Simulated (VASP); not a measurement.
Wanted: the native input for a VASP 6.6.1 run.

```yaml
Task: single point
Functional: PBE
Potentials_or_basis: VASP PAW PBE potentials, release 64 (Y_sv, P)
Cutoff: 520 eV
k_mesh: 10 × 10 × 10
Occupations: gaussian, width 0.1 eV
Spin: no spin polarisation
Dipole_correction: no
Further_INCAR_settings: ALGO = Normal; EDIFF = 1e-06; NBANDS = 36
```

The structure of Y2P lies in POSCAR:

```
Y2P
1.0
   -2.7596739401      2.7596739401      5.5006737804
    2.7596739401     -2.7596739401      5.5006737804
    2.7596739401      2.7596739401     -5.5006737804
Y P
4 2
Direct
    0.2486686452      0.2486686452      0.0000000000
    0.9986686452      0.4986686452      0.5000000000
    0.5013313548      0.0013313548      0.5000000000
    0.7513313548      0.7513313548      0.0000000000
    0.0000000000      0.0000000000      0.0000000000
    0.7500000000      0.2500000000      0.5000000000
```

One way to write it, as run:

INCAR

```
SYSTEM = Y2P
PREC = Accurate
ENCUT = 520
EDIFF = 1E-6
ISMEAR = 0
SIGMA = 0.1
LREAL = .FALSE.
LASPH = .TRUE.
NELM = 100
ALGO = Normal
ISIF = 2
LWAVE = .FALSE.
LCHARG = .FALSE.
GGA = PE
NBANDS = 36
```

KPOINTS

```
Automatic mesh
0
G
  10 10 10
  0 0 0
```

Potentials or basis: VASP PAW PBE potentials, release 64 (Y_sv, P).

The run is started by

```bash
$ cat potpaw_PBE.64/Y_sv/POTCAR potpaw_PBE.64/P/POTCAR > POTCAR
$ mpirun -np 1 vasp_std > vasp.out
```

Results of the run:

```json
{
  "Pressure": "-0.1 GPa",
  "Band gap on the k mesh": "zero (bands 27 and 28 overlap by 1.12 eV)"
}
```

It took 12 min on 1 thread of Intel(R) Xeon(R) Platinum 8488C (Sapphire Rapids), on a shared host, peak memory 0.7 GiB.
